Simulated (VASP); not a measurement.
# MgB2 (P6/mmm) in VASP: notebook, part 2 of 2

VASP 6.6.1.

## 5. Single point, PBE (volume scaled by 0.94)

INCAR reads:

```
PREC = Accurate ; ENCUT = 520
EDIFF = 1E-6 ; ISMEAR = -1
SIGMA = 0.05 ; LREAL = False
LASPH = True ; NELM = 60
ALGO = Normal ; ISIF = 2
LWAVE = False ; LCHARG = False
GGA = PE ; NBANDS = 11
```

KPOINTS reads:

```
regular mesh
0
Gamma
  12 12 9
```

POSCAR reads:

```
MgB2
1.0
    3.0220238365      0.0000000000      0.0000000000
   -1.5110119183      2.6171494133      0.0000000000
    0.0000000000      0.0000000000      3.4510818610
Mg B
1 2
Direct
    0.0000000000      0.0000000000      0.0000000000
    0.3333333333      0.6666666667      0.5000000000
    0.6666666667      0.3333333333      0.5000000000
```

Potentials or basis: VASP PAW PBE potentials, release 64 (Mg, B).

Started as:

```console
$ cat potpaw_PBE.64/Mg/POTCAR potpaw_PBE.64/B/POTCAR > POTCAR
$ mpirun -np 1 vasp_std > vasp.out
```

OUTCAR:

```text
PREC = Accurate
   ENCUT = 520
   EDIFF = 1E-6
   ISMEAR = -1
   LREAL = False
   LASPH = True
   NELM = 60
   ISIF = 2
   GGA = PE

 ion  position               nearest neighbor table
   1  0.000  0.000  0.000-   2 2.45   3 2.45   2 2.45   3 2.45   3 2.45   3 2.45   2 2.45   2 2.45
                             3 2.45   3 2.45   2 2.45   2 2.45
   2  0.333  0.667  0.500-   3 1.74   3 1.74   3 1.74   1 2.45   1 2.45   1 2.45   1 2.45   1 2.45
                             1 2.45
   3  0.667  0.333  0.500-   2 1.74   2 1.74   2 1.74   1 2.45   1 2.45   1 2.45   1 2.45   1 2.45
                             1 2.45

  LATTYP: Found a hexagonal cell.
 ALAT       =     3.0220238365
 C/A-ratio  =     1.1419770484

  Lattice vectors:

 A1 = (   3.0220238365,   0.0000000000,   0.0000000000)
 A2 = (  -1.5110119183,   2.6171494133,   0.0000000000)
 A3 = (   0.0000000000,   0.0000000000,   3.4510818610)

Analysis of symmetry for initial positions (statically):
=====================================================================
 Subroutine PRICEL returns:
 Original cell was already a primitive cell.

 Routine SETGRP: Setting up the symmetry group for a
 hexagonal supercell.

 Subroutine GETGRP returns: Found 24 space group operations
 (whereof 24 operations were pure point group operations)
 out of a pool of 24 trial point group operations.

The static configuration has the point symmetry D_6h.

Analysis of symmetry for dynamics (positions and initial velocities):
=====================================================================
 Subroutine PRICEL returns:
 Original cell was already a primitive cell.

 Routine SETGRP: Setting up the symmetry group for a
 hexagonal supercell.

 Subroutine GETGRP returns: Found 24 space group operations
 (whereof 24 operations were pure point group operations)
 out of a pool of 24 trial point group operations.

The dynamic configuration has the point symmetry D_6h.

 Subroutine INISYM returns: Found 24 space group operations
 (whereof 24 operations are pure point group operations),
 and found     1 'primitive' translations

----------------------------------------------------------------------------------------

                                     Primitive cell

  volume of cell :      27.2949

  direct lattice vectors                    reciprocal lattice vectors
     3.022023836  0.000000000  0.000000000     0.330904074  0.191047556  0.000000000
    -1.511011918  2.617149413  0.000000000     0.000000000  0.382095113  0.000000000
     0.000000000  0.000000000  3.451081861     0.000000000  0.000000000  0.289764207

  length of vectors
     3.022023836  3.022023837  3.451081861     0.382095113  0.382095113  0.289764207

  position of ions in fractional coordinates (direct lattice)
     0.000000000  0.000000000  0.000000000
     0.333333333  0.666666667  0.500000000
     0.666666667  0.333333333  0.500000000

  ion indices of the primitive-cell ions
   primitive index   ion index
                 1           1
                 2           2
                 3           3

----------------------------------------------------------------------------------------

 KPOINTS: regular mesh

Automatic generation of k-mesh.
[... 25 lines left out ...]
  0.166667  0.000000  0.000000      6.000000
  0.250000  0.000000  0.000000      6.000000
  0.333333  0.000000  0.000000      6.000000
  0.416667  0.000000  0.000000      6.000000
[... 16 lines left out ...]
  0.250000  0.000000  0.111111     12.000000
  0.333333  0.000000  0.111111     12.000000
 [... further k-points ...]
   k-points           NKPTS =     95   k-points in BZ     NKDIM =     95   number of bands    NBANDS=     11
   number of dos      NEDOS =    301   number of ions     NIONS =      3
   total plane-waves  NPLWV =  16128
   dimension x,y,z NGX =    24 NGY =   24 NGZ =   28
   dimension x,y,z NGXF=    48 NGYF=   48 NGZF=   56
   ions per type =               1   2
   NGX,Y,Z   is equivalent  to a cutoff of  13.20, 13.20, 13.49 a.u.
   NGXF,Y,Z  is equivalent  to a cutoff of  26.41, 26.41, 26.98 a.u.
 SYSTEM =  unknown system
   PREC   = accura    normal or accurate (medium, high low for compatibility)
   ISTART =      0    job   : 0-new  1-cont  2-samecut
   ICHARG =      2    charge: 1-file 2-atom 10-const
   ISPIN  =      1    spin polarized calculation?
   LNONCOLLINEAR =      F non collinear calculations
   LSORBIT =      F    spin-orbit coupling
   LASPH  =      T    aspherical Exc in radial PAW
   ENCUT  =  520.0 eV  38.22 Ry    6.18 a.u.   5.62  5.62  6.42*2*pi/ulx,y,z
   NELM   =     60;   NELMIN=  2; NELMDL= -5     # of ELM steps
   EDIFF  = 0.1E-05   stopping-criterion for ELM
   LREAL  =      F    real-space projection
   EDIFFG = 0.1E-04   stopping-criterion for IOM
   NSW    =      0    number of steps for IOM
   IBRION =     -1    ionic relax: 0-MD 1-quasi-New 2-CG
   NFREE  =      0    steps in history (QN), initial steepest desc. (CG)
   ISIF   =      2    stress and relaxation
   ISYM   =      2    0-nonsym 1-usesym 2-fastsym
   POTIM  = 0.5000    time-step for ionic-motion
   TEBEG  =    0.0;   TEEND  =   0.0 temperature during run
   PSTRESS=    0.0 pullay stress
   NELECT =       8.0000    total number of electrons
   NUPDOWN=      -1.0000    fix difference up-down
   EMIN   =  10.00;   EMAX   =-10.00  energy-range for DOS
   EFERMI =   0.00;   METHOD = LEGACY
   ISMEAR =    -1;   SIGMA  =   0.05  broadening in eV -4-tet -1-fermi 0-gaus
   EFERMI_NEDOS =   21; number of points for ismear=-14 and -15
   IALGO  =     38    algorithm
   IMIX   =      4    mixing-type and parameters
     AMIX     =   0.40;   BMIX     =  1.00
     AMIX_MAG =   1.60;   BMIX_MAG =  1.00
  volume/ion in A,a.u.               =       9.10        61.40
  Fermi-wavevector in a.u.,A,eV,Ry     =   1.087454  2.054990 16.089657  1.182556
  Thomas-Fermi vector in A             =   2.223614
   LORBIT       =      0    0 simple, 1 ext, 2 COOP (PROOUT), +10 PAW based schemes
   GGA     = PE    functional components
   LHFCALC =     F    Hartree Fock is set to
   AEXX    =    0.0000 exact exchange contribution
   IVDW    =     0    specifies the selected vdW correction
   LEPSILON=     F    determine dielectric tensor
   LRPA    =     F    only Hartree local field effects (RPA)
 non-spin polarized calculation
  energy-cutoff  :      520.00
  volume of cell :       27.29
 maximum number of plane-waves:       752
 NGX is ok and might be reduce to    24
   NGX = 11   NGY = 11   NGZ = 13

 number of electron       8.0000000 magnetization

 Free energy of the ion-electron system (eV)
  ---------------------------------------------------
  ext. energy  EPLUGINS =         0.00000000
  ---------------------------------------------------
  free energy    TOTEN  =       -15.28770093 eV

  energy without entropy =      -15.28335138  energy(sigma->0) =      -15.28552616

 E-fermi :   5.6681     XC(G=0): -11.1572

 val. band max:        5.6528308327   @ k =   0.0833   0.0000   0.2222
 cond. band min:       5.6867440254   @ k =   0.2500   0.2500   0.4444
 fundamental gap:      0.0339131927
 Fermi energy:         5.6681175668

 k-point     1 :       0.0000    0.0000    0.0000
  band No.  band energies     occupation
      1      -7.0891      2.00000
      2       2.6427      2.00000
      3       6.0998      0.00036
      4       6.0998      0.00036
      5       7.5186      0.00000
      6      12.2725      0.00000
      7      12.2725      0.00000
      8      14.4555      0.00000
      9      16.1814      0.00000
     10      19.0527      0.00000
     11      22.4327      0.00000
[... 309 lines left out ...]
 k-point    24 :       0.3333    0.0000    0.1111
  band No.  band energies     occupation
      1      -5.0171      2.00000
      2       0.5530      2.00000
      3       3.7570      2.00000
      4       3.9470      2.00000
      5       9.6159      0.00000
      6      10.5619      0.00000
      7      11.5838      0.00000
      8      15.6330      0.00000
      9      18.1766      0.00000
     10      18.9992      0.00000
     11      19.0167      0.00000

 [... further k-points ...]
[... 5 lines left out ...]
  --------------------------------------------------------------------------------------
  -------------------------------------------------------------------------------------
  Total        1.7548654      1.7548654      1.0961138     -0.0000000     -0.0000000      0.0000000
  in kB      103.0084195    103.0084195     64.3405196     -0.0000000     -0.0000000      0.0000000
  external PRESSURE =      90.1191195 kB  Pullay stress =       0.0000000 kB

 VOLUME and BASIS-vectors are now :
 -----------------------------------------------------------------------------
  energy-cutoff  :      520.00
  volume of cell :       27.29
      direct lattice vectors                 reciprocal lattice vectors
     3.022023836  0.000000000  0.000000000     0.330904074  0.191047556  0.000000000
    -1.511011918  2.617149413  0.000000000     0.000000000  0.382095113  0.000000000
     0.000000000  0.000000000  3.451081861     0.000000000  0.000000000  0.289764207

 POSITION                                       TOTAL-FORCE (eV/Angst)
 -----------------------------------------------------------------------------------
      0.00000      0.00000      0.00000        -0.000000      0.000000      0.000000
     -0.00000      1.74477      1.72554         0.000000      0.000000      0.000000
      1.51101      0.87238      1.72554        -0.000000     -0.000000      0.000000
 -----------------------------------------------------------------------------------
    total drift:                                0.000000     -0.000000      0.000000

  FREE ENERGIE OF THE ION-ELECTRON SYSTEM (eV)
  ---------------------------------------------------
  free  energy   TOTEN  =       -15.2877009325 eV

  energy  without entropy=      -15.2833513819  energy(sigma->0) =      -15.28552616
```

Wall time 29 s (1 thread of Intel Xeon Platinum 8259CL at 2.50GHz (Skylake/Cascade Lake), shared host); peak memory 0.16 GiB.

Results:

```
Free energy            : -15.2877 eV
Pressure               : 9.0 GPa
Band gap on the k mesh : zero (band 4 reaches 7.55 eV, above the bottom of band 5 at 3.69 eV)
```

## 6. Single point, PBE (volume scaled by 0.98)

INCAR reads:

```
SYSTEM = MgB2
PREC     = Accurate       ! precision mode
ENCUT    = 520            ! plane-wave cutoff, eV
EDIFF    = 1E-6           ! SCF threshold, eV
ISMEAR   = -1             ! smearing method
SIGMA    = 0.05           ! smearing width, eV
LREAL    = .FALSE.        ! projectors in reciprocal space
LASPH    = .TRUE.         ! aspherical terms in the spheres
NELM     = 60             ! most SCF steps
ALGO     = Normal         ! electronic algorithm
ISIF     = 2              ! what is computed and relaxed
LWAVE    = .FALSE.        ! write WAVECAR
LCHARG   = .FALSE.        ! write CHGCAR
GGA      = PE             ! functional
NBANDS   = 11             ! bands
```

KPOINTS reads:

```
Automatic mesh
0
G
  12 12 9
  0 0 0
```

POSCAR reads:

```
MgB2
1.0
    3.0642953789      0.0000000000      0.0000000000
   -1.5321476895      2.6537576429      0.0000000000
    0.0000000000      0.0000000000      3.4993549923
Mg B
1 2
Direct
    0.0000000000      0.0000000000      0.0000000000
    0.3333333333      0.6666666667      0.5000000000
    0.6666666667      0.3333333333      0.5000000000
```

Potentials or basis: VASP PAW PBE potentials, release 64 (Mg, B).

Started as:

```console
$ cat potpaw_PBE.64/Mg/POTCAR potpaw_PBE.64/B/POTCAR > POTCAR
$ mpirun -np 1 vasp_std > vasp.out
```

OUTCAR:

```text
SYSTEM = MgB2
   PREC = Accurate
   ENCUT = 520
   EDIFF = 1E-6
   ISMEAR = -1
   LREAL = .FALSE.
   LASPH = .TRUE.
   NELM = 60
   ISIF = 2
   GGA = PE

 ion  position               nearest neighbor table
   1  0.000  0.000  0.000-   2 2.49   3 2.49   2 2.49   3 2.49   3 2.49   3 2.49   2 2.49   2 2.49
                             3 2.49   3 2.49   2 2.49   2 2.49
   2  0.333  0.667  0.500-   3 1.77   3 1.77   3 1.77   1 2.49   1 2.49   1 2.49   1 2.49   1 2.49
                             1 2.49
   3  0.667  0.333  0.500-   2 1.77   2 1.77   2 1.77   1 2.49   1 2.49   1 2.49   1 2.49   1 2.49
                             1 2.49

  LATTYP: Found a hexagonal cell.
 ALAT       =     3.0642953789
 C/A-ratio  =     1.1419770484

  Lattice vectors:

 A1 = (   3.0642953789,   0.0000000000,   0.0000000000)
 A2 = (  -1.5321476895,   2.6537576429,   0.0000000000)
 A3 = (   0.0000000000,   0.0000000000,   3.4993549923)

Analysis of symmetry for initial positions (statically):
=====================================================================
 Subroutine PRICEL returns:
 Original cell was already a primitive cell.

 Routine SETGRP: Setting up the symmetry group for a
 hexagonal supercell.

 Subroutine GETGRP returns: Found 24 space group operations
 (whereof 24 operations were pure point group operations)
 out of a pool of 24 trial point group operations.

The static configuration has the point symmetry D_6h.

Analysis of symmetry for dynamics (positions and initial velocities):
=====================================================================
 Subroutine PRICEL returns:
 Original cell was already a primitive cell.

 Routine SETGRP: Setting up the symmetry group for a
 hexagonal supercell.

 Subroutine GETGRP returns: Found 24 space group operations
 (whereof 24 operations were pure point group operations)
 out of a pool of 24 trial point group operations.

The dynamic configuration has the point symmetry D_6h.

 Subroutine INISYM returns: Found 24 space group operations
 (whereof 24 operations are pure point group operations),
 and found     1 'primitive' translations

[... 120 lines left out ...]
   LORBIT       =      0    0 simple, 1 ext, 2 COOP (PROOUT), +10 PAW based schemes
   GGA     = PE    functional components
   LHFCALC =     F    Hartree Fock is set to
   AEXX    =    0.0000 exact exchange contribution
   IVDW    =     0    specifies the selected vdW correction
   LEPSILON=     F    determine dielectric tensor
   LRPA    =     F    only Hartree local field effects (RPA)
 non-spin polarized calculation
  energy-cutoff  :      520.00
  volume of cell :       28.46
 maximum number of plane-waves:       781
 NGX is ok and might be reduce to    24
   NGX = 11   NGY = 11   NGZ = 13

 number of electron       8.0000000 magnetization

 Free energy of the ion-electron system (eV)
  ---------------------------------------------------
  ext. energy  EPLUGINS =         0.00000000
  ---------------------------------------------------
  free energy    TOTEN  =       -15.32664447 eV

  energy without entropy =      -15.32233420  energy(sigma->0) =      -15.32448934

 E-fermi :   5.3655     XC(G=0): -10.9919

 val. band max:        5.3539060423   @ k =   0.4167   0.1667   0.1111
 cond. band min:       5.4053507732   @ k =   0.2500   0.2500   0.4444
 fundamental gap:      0.0514447308
 Fermi energy:         5.3654702033

 k-point     1 :       0.0000    0.0000    0.0000
  band No.  band energies     occupation
      1      -7.1369      2.00000
      2       2.4263      2.00000
      3       5.7677      0.00064
      4       5.7677      0.00064
      5       7.1125      0.00000
      6      11.7844      0.00000
      7      11.7844      0.00000
      8      13.6936      0.00000
      9      15.5046      0.00000
     10      18.2756      0.00000
     11      21.7386      0.00000
[... 309 lines left out ...]
 k-point    24 :       0.3333   -0.0000    0.1111
  band No.  band energies     occupation
      1      -5.1179      2.00000
      2       0.3345      2.00000
      3       3.5094      2.00000
      4       3.6828      2.00000
      5       9.2354      0.00000
      6      10.1098      0.00000
      7      10.9562      0.00000
      8      14.9878      0.00000
      9      17.4681      0.00000
     10      18.2801      0.00000
     11      18.3606      0.00000

 [... further k-points ...]
[... 5 lines left out ...]
  --------------------------------------------------------------------------------------
  -------------------------------------------------------------------------------------
  Total        0.3783955      0.3783955      0.2118680     -0.0000000     -0.0000000      0.0000000
  in kB       21.3047596     21.3047596     11.9287783     -0.0000000     -0.0000000      0.0000000
  external PRESSURE =      18.1794325 kB  Pullay stress =       0.0000000 kB

 VOLUME and BASIS-vectors are now :
 -----------------------------------------------------------------------------
  energy-cutoff  :      520.00
  volume of cell :       28.46
      direct lattice vectors                 reciprocal lattice vectors
     3.064295379  0.000000000  0.000000000     0.326339297  0.188412081  0.000000000
    -1.532147689  2.653757643  0.000000000     0.000000000  0.376824162  0.000000000
     0.000000000  0.000000000  3.499354992     0.000000000  0.000000000  0.285766949

 POSITION                                       TOTAL-FORCE (eV/Angst)
 -----------------------------------------------------------------------------------
      0.00000      0.00000      0.00000        -0.000000      0.000000      0.000000
     -0.00000      1.76917      1.74968        -0.000000      0.000000      0.000000
      1.53215      0.88459      1.74968         0.000000     -0.000000      0.000000
 -----------------------------------------------------------------------------------
    total drift:                                0.000000     -0.000000      0.000000

  FREE ENERGIE OF THE ION-ELECTRON SYSTEM (eV)
  ---------------------------------------------------
  free  energy   TOTEN  =       -15.3266444718 eV

  energy  without entropy=      -15.3223342012  energy(sigma->0) =      -15.32448934
```

OSZICAR:

```text
N       E                     dE             d eps       ncg     rms          rms(c)
DAV:   1     0.393808933146E+01    0.39381E+01   -0.38744E+03  2266   0.620E+02
DAV:   2    -0.165154774548E+02   -0.20454E+02   -0.19323E+02  2647   0.106E+02
DAV:   3    -0.170420317659E+02   -0.52655E+00   -0.52490E+00  2667   0.141E+01
DAV:   4    -0.170432264806E+02   -0.11947E-02   -0.11946E-02  2430   0.742E-01
DAV:   5    -0.170432314406E+02   -0.49600E-05   -0.49600E-05  2512   0.491E-02    0.531E+00
DAV:   6    -0.155780660207E+02    0.14652E+01   -0.18043E+00  2377   0.627E+00    0.255E+00
DAV:   7    -0.153333619663E+02    0.24470E+00   -0.99979E-01  2435   0.464E+00    0.780E-01
DAV:   8    -0.153375649508E+02   -0.42030E-02   -0.12452E-01  2305   0.187E+00    0.417E-01
DAV:   9    -0.153268435271E+02    0.10721E-01   -0.24482E-02  2309   0.721E-01    0.763E-02
DAV:  10    -0.153266539478E+02    0.18958E-03   -0.18857E-03  2542   0.235E-01    0.264E-02
DAV:  11    -0.153266445016E+02    0.94461E-05   -0.79998E-05  2320   0.554E-02    0.333E-03
DAV:  12    -0.153266444718E+02    0.29777E-07   -0.19325E-06  2368   0.769E-03
   1 F= -.15326644E+02 E0= -.15324489E+02  d E =-.431027E-02
```

stdout:

```text
POSCAR found type information on POSCAR MgB
 POSCAR found :  2 types and       3 ions
 scaLAPACK will be used
 LDA part: xc-table for (Slater+PW92), standard interpolation
 POSCAR, INCAR and KPOINTS ok, starting setup
 FFT: planning ... GRIDC
 FFT: planning ... GRID_SOFT
 FFT: planning ... GRID
 WAVECAR not read
 entering main loop
```

Wall time 26 s (1 thread of Intel Xeon Platinum 8259CL at 2.50GHz (Skylake/Cascade Lake), shared host); peak memory 0.16 GiB.

What came out:

```
Free energy            : -15.3266 eV
Pressure               : 1.8 GPa
Band gap on the k mesh : zero (band 4 reaches 7.21 eV, above the bottom of band 5 at 3.46 eV)
```

Stress tensor (GPa, compression positive):
```
2.13 0.00 0.00
0.00 2.13 0.00
0.00 0.00 1.19
```

Levels at points of the mesh, in eV from the Fermi level:
| k point | band 1 | band 2 | band 3 | band 4 | band 5 | band 6 | band 7 | band 8 | band 9 |
| --- | --- | --- | --- | --- | --- | --- | --- | --- | --- |
| (0.00, 0.00, 0.00) | -12.50 | -2.94 | 0.40 | 0.40 | 1.75 | 6.42 | 6.42 | 8.33 | 10.14 |
| (0.50, 0.00, 0.00) | -8.57 | -7.88 | -2.17 | 0.24 | 3.16 | 3.96 | 5.46 | 7.32 | 12.81 |

## 7. Summary

| cell | gap on the mesh (eV) | pressure (GPa) |
| --- | --- | --- |
| a = 3.105, b = 3.105, c = 3.546 Å, angles 90.0, 90.0, 120.0°, 3 atoms | none | -4.1 |
| a = 3.146, b = 3.146, c = 3.592 Å, angles 90.0, 90.0, 120.0°, 3 atoms | none | -9.1 |
| a = 3.085, b = 3.085, c = 3.523 Å, angles 90.0, 90.0, 120.0°, 3 atoms | none | -1.3 |
| a = 3.022, b = 3.022, c = 3.451 Å, angles 90.0, 90.0, 120.0°, 3 atoms | none | 9.0 |
| a = 3.064, b = 3.064, c = 3.499 Å, angles 90.0, 90.0, 120.0°, 3 atoms | none | 1.8 |

Alike in all rows: task single point; level PBE; potentials or basis VASP PAW PBE potentials, release 64 (Mg, B); no spin polarisation; k mesh 12 × 12 × 9; cutoff (eV) 520; smearing fermi-dirac 0.05 eV.

Absolute energies hang on the potentials; compare differences alone.
